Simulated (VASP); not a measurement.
Here is a VASP 6.6.1 calculation.

File INCAR:

```
SYSTEM = AlSn
PREC = Accurate
ENCUT = 520
EDIFF = 1E-6
ISMEAR = -1
SIGMA = 0.05
LREAL = .False.
LASPH = .True.
NELM = 80
ALGO = Normal
ISIF = 2
LWAVE = .False.
LCHARG = .False.
GGA = CA
NBANDS = 16
```

File KPOINTS:

```
regular mesh
0
Gamma
  7 7 8
  0 0 0
```

POSCAR

```
AlSn
1.0
    4.2259084499      0.0000000000      0.0000000000
   -2.1129542249      3.6597440716      0.0000000000
    0.0000000000      0.0000000000      3.3287472872
Sn Al
1 1
Direct
    0.3333333333      0.6666666667      0.5000000000
    0.0000000000      0.0000000000      0.0000000000
```

Potentials or basis: VASP PAW LDA potentials, release 64 (Sn_d, Al).

Command:

```console
$ cat potpaw_LDA.64/Sn_d/POTCAR potpaw_LDA.64/Al/POTCAR > POTCAR
$ mpirun -np 1 vasp_std > vasp.out
```

Q: Estimate the pressure.

A: -3.9 GPa.

Stress tensor (GPa, compression positive):
```
-3.77  0.00  0.00
 0.00 -3.77  0.00
 0.00  0.00 -4.08
```
